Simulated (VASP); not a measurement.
# Sb5In5H18 in VASP: single point with PBE

Aim: the single point of Sb5In5H18 with PBE.

Everything below comes from runs of VASP 6.6.1. Logs are shortened: lines on timing, memory, paths and dates and some standing lists are left out, and cuts for length are marked.

## (1) The cell of the first run

The cell holds a cluster in a box, 28 atoms: a = 16.600 Å, b = 16.900 Å, c = 17.200 Å, α = 90.00°, β = 90.00°, γ = 90.00°.

## (2) Single point, PBE

Contents of INCAR:

```
SYSTEM = In5Sb5H18
PREC = Accurate
ENCUT = 400
EDIFF = 1E-6
ISMEAR = 0
SIGMA = 0.05
LREAL = Auto
LASPH = .TRUE.
NELM = 120
ALGO = Normal
ISIF = 2
LWAVE = .FALSE.
LCHARG = .FALSE.
GGA = PE
NBANDS = 99
GGA_COMPAT = .FALSE.
```

Contents of KPOINTS:

```
regular mesh
0
G
  1 1 1
  0 0 0
```

Contents of POSCAR:

```
In5Sb5H18
1.0
   16.6000000000      0.0000000000      0.0000000000
    0.0000000000     16.9000000000      0.0000000000
    0.0000000000      0.0000000000     17.2000000000
Sb In H
5 5 18
Direct
    0.5211241983      0.4124919030      0.6064220439
    0.5211273738      0.6083075041      0.4140210706
    0.3619991833      0.3880842970      0.3900426883
    0.6465105194      0.3870403597      0.3890160873
    0.6801572956      0.6163338929      0.6143028008
    0.4263398438      0.5117470912      0.5115452083
    0.5736383918      0.2849235059      0.5065145514
    0.6111272335      0.7264772657      0.5020935587
    0.5736577268      0.5066322301      0.2886820202
    0.6111251972      0.5021316990      0.7225253321
    0.4446706308      0.3694539670      0.6585544169
    0.3270717783      0.5355343604      0.5349084166
    0.4446749602      0.6613623042      0.3717273870
    0.4854570421      0.2522977053      0.4616852703
    0.6478643616      0.2281118421      0.5493489434
    0.5406323937      0.7808333656      0.5535080712
    0.6885732492      0.7587571715      0.4428147331
    0.4064982140      0.3239050489      0.3269523041
    0.2953514084      0.3209377014      0.4278053909
    0.2953182941      0.4265121680      0.3240944717
    0.7071592627      0.3290876658      0.3320744714
    0.7248022024      0.4336882174      0.4348528393
    0.4854815480      0.4610189050      0.2565948647
    0.6478903276      0.5502305256      0.2328693777
    0.5406352126      0.5544668139      0.7759324335
    0.6885752302      0.4418068229      0.7542436681
    0.7474442296      0.6706740655      0.6676912608
    0.7529634385      0.5655818099      0.5644362320
```

Potentials or basis: VASP PAW PBE potentials, release 64 (Sb_d_GW, In_d, H).

Run with:

```bash
cat potpaw_PBE.64/Sb_d_GW/POTCAR potpaw_PBE.64/In_d/POTCAR potpaw_PBE.64/H/POTCAR > POTCAR
mpirun -np 1 vasp_gam > vasp.out
```

OUTCAR:

```text
SYSTEM = In5Sb5H18
   PREC = Accurate
   ENCUT = 400
   EDIFF = 1E-6
   ISMEAR = 0
   LREAL = Auto
   LASPH = .TRUE.
   NELM = 120
   ISIF = 2
   GGA = PE

 ion  position               nearest neighbor table
   1  0.521  0.412  0.606-  11 1.72   6 2.82   7 2.89  10 2.92
   2  0.521  0.608  0.414-  13 1.72   6 2.82   9 2.89   8 2.92
   3  0.362  0.388  0.390-  18 1.70  19 1.71  20 1.71   6 3.14
   4  0.647  0.387  0.389-  21 1.71  22 1.71   9 2.92   7 2.92
   5  0.680  0.616  0.614-  28 1.71  27 1.71   8 2.92  10 2.92
   6  0.426  0.512  0.512-  12 1.74   1 2.82   2 2.82   3 3.14
   7  0.574  0.285  0.507-  15 1.73  14 1.74   1 2.89   4 2.92
   8  0.611  0.726  0.502-  17 1.73  16 1.73   5 2.92   2 2.92
   9  0.574  0.507  0.289-  24 1.73  23 1.74   2 2.89   4 2.92
  10  0.611  0.502  0.723-  26 1.73  25 1.73   5 2.92   1 2.92
  11  0.445  0.369  0.659-   1 1.72
  12  0.327  0.536  0.535-   6 1.74
  13  0.445  0.661  0.372-   2 1.72
  14  0.485  0.252  0.462-   7 1.74
  15  0.648  0.228  0.549-   7 1.73
  16  0.541  0.781  0.554-   8 1.73
[... 10 lines left out ...]
  27  0.747  0.671  0.668-   5 1.71
  28  0.753  0.566  0.564-   5 1.71

  LATTYP: Found a simple orthorhombic cell.
 ALAT       =    16.6000000000
 B/A-ratio  =     1.0180722892
 C/A-ratio  =     1.0361445783

  Lattice vectors:

 A1 = (  16.6000000000,   0.0000000000,   0.0000000000)
 A2 = (   0.0000000000,  16.9000000000,   0.0000000000)
 A3 = (   0.0000000000,   0.0000000000,  17.2000000000)

Analysis of symmetry for initial positions (statically):
=====================================================================
 Subroutine PRICEL returns:
 Original cell was already a primitive cell.

 Routine SETGRP: Setting up the symmetry group for a
 simple orthorhombic supercell.

 Subroutine GETGRP returns: Found  1 space group operations
 (whereof  1 operations were pure point group operations)
 out of a pool of  8 trial point group operations.

The static configuration has the point symmetry C_1 .

Analysis of symmetry for dynamics (positions and initial velocities):
=====================================================================
 Subroutine PRICEL returns:
 Original cell was already a primitive cell.

 Routine SETGRP: Setting up the symmetry group for a
 simple orthorhombic supercell.

 Subroutine GETGRP returns: Found  1 space group operations
 (whereof  1 operations were pure point group operations)
 out of a pool of  8 trial point group operations.

The dynamic configuration has the point symmetry C_1 .

 Subroutine INISYM returns: Found  1 space group operations
 (whereof  1 operations are pure point group operations),
 and found     1 'primitive' translations

----------------------------------------------------------------------------------------

                                     Primitive cell

  volume of cell :    4825.2880

  direct lattice vectors                    reciprocal lattice vectors
    16.600000000  0.000000000  0.000000000     0.060240964  0.000000000  0.000000000
     0.000000000 16.900000000  0.000000000     0.000000000  0.059171598  0.000000000
     0.000000000  0.000000000 17.200000000     0.000000000  0.000000000  0.058139535

  length of vectors
    16.600000000 16.900000000 17.200000000     0.060240964  0.059171598  0.058139535

  position of ions in fractional coordinates (direct lattice)
     0.521124198  0.412491903  0.606422044
     0.521127374  0.608307504  0.414021071
     0.361999183  0.388084297  0.390042688
     0.646510519  0.387040360  0.389016087
     0.680157296  0.616333893  0.614302801
     0.426339844  0.511747091  0.511545208
[... 20 lines left out ...]
     0.747444230  0.670674066  0.667691261
     0.752963438  0.565581810  0.564436232

  ion indices of the primitive-cell ions
   primitive index   ion index
                 1           1
                 2           2
                 3           3
                 4           4
                 5           5
                 6           6
[... 20 lines left out ...]
                27          27
                28          28

----------------------------------------------------------------------------------------

 KPOINTS: regular mesh

Automatic generation of k-mesh.
 Grid dimensions read from file:
 generate k-points for:    1    1    1

 Generating k-lattice:

  Cartesian coordinates                     Fractional coordinates (reciprocal lattice)
     0.060240964  0.000000000  0.000000000     1.000000000  0.000000000  0.000000000
     0.000000000  0.059171598  0.000000000     0.000000000  1.000000000  0.000000000
     0.000000000  0.000000000  0.058139535     0.000000000  0.000000000  1.000000000

  Length of vectors
     0.060240964  0.059171598  0.058139535

  Shift w.r.t. Gamma in fractional coordinates (k-lattice)
     0.000000000  0.000000000  0.000000000

 Subroutine IBZKPT returns following result:
 ===========================================

 Found      1 irreducible k-points:

 Following reciprocal coordinates:
            Coordinates               Weight
  0.000000  0.000000  0.000000      1.000000
   k-points           NKPTS =      1   k-points in BZ     NKDIM =      1   number of bands    NBANDS=     99
   number of dos      NEDOS =    301   number of ions     NIONS =     28
   total plane-waves  NPLWV = ******
   dimension x,y,z NGX =   108 NGY =  112 NGZ =  112
   dimension x,y,z NGXF=   216 NGYF=  224 NGZF=  224
   ions per type =               5   5  18
   NGX,Y,Z   is equivalent  to a cutoff of  10.82, 11.02, 10.83 a.u.
   NGXF,Y,Z  is equivalent  to a cutoff of  21.63, 22.03, 21.65 a.u.
 SYSTEM =  In5Sb5H18
   PREC   = accura    normal or accurate (medium, high low for compatibility)
   ISTART =      0    job   : 0-new  1-cont  2-samecut
   ICHARG =      2    charge: 1-file 2-atom 10-const
   ISPIN  =      1    spin polarized calculation?
   LNONCOLLINEAR =      F non collinear calculations
   LSORBIT =      F    spin-orbit coupling
   LASPH  =      T    aspherical Exc in radial PAW
   ENCUT  =  400.0 eV  29.40 Ry    5.42 a.u.  27.07 27.56 28.05*2*pi/ulx,y,z
   NELM   =    120;   NELMIN=  2; NELMDL= -5     # of ELM steps
   EDIFF  = 0.1E-05   stopping-criterion for ELM
   LREAL  =      T    real-space projection
   EDIFFG = 0.1E-04   stopping-criterion for IOM
   NSW    =      0    number of steps for IOM
   IBRION =     -1    ionic relax: 0-MD 1-quasi-New 2-CG
   NFREE  =      0    steps in history (QN), initial steepest desc. (CG)
   ISIF   =      2    stress and relaxation
   ISYM   =      2    0-nonsym 1-usesym 2-fastsym
   POTIM  = 0.5000    time-step for ionic-motion
   TEBEG  =    0.0;   TEEND  =   0.0 temperature during run
   PSTRESS=    0.0 pullay stress
   NELECT =     158.0000    total number of electrons
   NUPDOWN=      -1.0000    fix difference up-down
   EMIN   =  10.00;   EMAX   =-10.00  energy-range for DOS
   EFERMI =   0.00;   METHOD = LEGACY
   ISMEAR =     0;   SIGMA  =   0.05  broadening in eV -4-tet -1-fermi 0-gaus
   EFERMI_NEDOS =   21; number of points for ismear=-14 and -15
   IALGO  =     38    algorithm
   IMIX   =      4    mixing-type and parameters
     AMIX     =   0.40;   BMIX     =  1.00
     AMIX_MAG =   1.60;   BMIX_MAG =  1.00
  volume/ion in A,a.u.               =     172.33      1162.95
  Fermi-wavevector in a.u.,A,eV,Ry     =   0.523744  0.989734  3.732191  0.274308
  Thomas-Fermi vector in A             =   1.543169
   LORBIT       =      0    0 simple, 1 ext, 2 COOP (PROOUT), +10 PAW based schemes
   GGA     = PE    functional components
   LHFCALC =     F    Hartree Fock is set to
   AEXX    =    0.0000 exact exchange contribution
   IVDW    =     0    specifies the selected vdW correction
   LEPSILON=     F    determine dielectric tensor
   LRPA    =     F    only Hartree local field effects (RPA)
 non-spin polarized calculation
 Gauss-broadening in eV      SIGMA  =   0.05
  energy-cutoff  :      400.00
  volume of cell :     4825.29
 maximum number of plane-waves:     43805
   NGX = 55   NGY = 55   NGZ = 57

 number of electron     157.9999965 magnetization

 Free energy of the ion-electron system (eV)
  ---------------------------------------------------
  ext. energy  EPLUGINS =         0.00000000
  ---------------------------------------------------
  free energy    TOTEN  =       -87.07157614 eV

  energy without entropy =      -87.07157614  energy(sigma->0) =      -87.07157614

 E-fermi :  -4.9843     XC(G=0):  -1.3228

 val. band max:       -5.2902497830   @ k =   0.0000   0.0000   0.0000
 cond. band min:      -1.9308729071   @ k =   0.0000   0.0000   0.0000
 fundamental gap:      3.3593768759
 Fermi energy:        -4.9842694915

 k-point     1 :       0.0000    0.0000    0.0000
  band No.  band energies     occupation
      1     -33.3703      2.00000
      2     -33.3697      2.00000
      3     -33.2775      2.00000
      4     -33.2733      2.00000
      5     -33.2244      2.00000
      6     -32.7620      2.00000
[... 83 lines left out ...]
     90      -0.4435      0.00000
     91      -0.4299      0.00000
 [bands above 91 left out]

------------------------ aborting loop because EDIFF is reached ----------------------------------------

  FORCE on cell =-STRESS in cart. coord.  units (eV):
  Direction    XX          YY          ZZ          XY          YZ          ZX
  --------------------------------------------------------------------------------------
  -------------------------------------------------------------------------------------
  Total       -1.3012205     -1.2676838     -1.2843524      0.0051356      0.0092373      0.0039982
  in kB       -0.4320542     -0.4209188     -0.4264534      0.0017052      0.0030671      0.0013275
  external PRESSURE =      -0.4264754 kB  Pullay stress =       0.0000000 kB

 VOLUME and BASIS-vectors are now :
 -----------------------------------------------------------------------------
  energy-cutoff  :      400.00
  volume of cell :     4825.29
      direct lattice vectors                 reciprocal lattice vectors
    16.600000000  0.000000000  0.000000000     0.060240964  0.000000000  0.000000000
     0.000000000 16.900000000  0.000000000     0.000000000  0.059171598  0.000000000
     0.000000000  0.000000000 17.200000000     0.000000000  0.000000000  0.058139535

 POSITION                                       TOTAL-FORCE (eV/Angst)
 -----------------------------------------------------------------------------------
      8.65066      6.97111     10.43046         0.009473      0.010690     -0.009104
      8.65071     10.28040      7.12116         0.008753     -0.007300      0.011147
      6.00919      6.55862      6.70873         0.007253      0.018496      0.017086
     10.73207      6.54098      6.69108        -0.011373      0.002654      0.003964
     11.29061     10.41604     10.56601        -0.009502     -0.000207      0.001520
      7.07724      8.64853      8.79858        -0.017016      0.006145      0.006506
[... 20 lines left out ...]
     12.40757     11.33439     11.48429         0.005706      0.006031      0.006288
     12.49919      9.55833      9.70830         0.008623     -0.007511     -0.007258
 -----------------------------------------------------------------------------------
    total drift:                                0.005670      0.007499      0.001608

  FREE ENERGIE OF THE ION-ELECTRON SYSTEM (eV)
  ---------------------------------------------------
  free  energy   TOTEN  =       -87.0715761352 eV

  energy  without entropy=      -87.0715761352  energy(sigma->0) =      -87.07157614
```

It took 11 min on 1 thread of Intel Xeon 6975P-C (Granite Rapids), shared host; peak memory 2 GiB.

What came out:

| Property | Result |
| --- | --- |
| Free energy | -87.0716 eV |
| Largest force | 0.026 eV/Å |
| Gap between the frontier levels | 3.36 eV |

Forces in eV/Å, atoms in the order of the input:
```
Sb   0.009  0.011 -0.009
Sb   0.009 -0.007  0.011
Sb   0.007  0.018  0.017
Sb  -0.011  0.003  0.004
Sb  -0.010  0.000  0.002
In  -0.017  0.006  0.007
In   0.004 -0.010  0.002
In  -0.004  0.017  0.001
In   0.007  0.004 -0.009
In  -0.004  0.001  0.012
H   -0.009 -0.005  0.005
H    0.016 -0.004 -0.004
H   -0.009  0.005 -0.005
H   -0.001  0.003 -0.001
H    0.000  0.003 -0.001
H    0.003 -0.008 -0.003
H   -0.002 -0.005  0.002
H    0.005 -0.012 -0.012
H   -0.008 -0.011  0.003
H   -0.007  0.003 -0.010
H    0.000 -0.007 -0.007
H    0.007  0.002  0.002
H   -0.001 -0.002  0.003
H    0.000 -0.001  0.003
H    0.003 -0.003 -0.008
H   -0.002  0.002 -0.005
H    0.006  0.006  0.006
H    0.009 -0.008 -0.007
```

Caveat: spin-orbit coupling is left out, which moves the levels of the heavy elements.
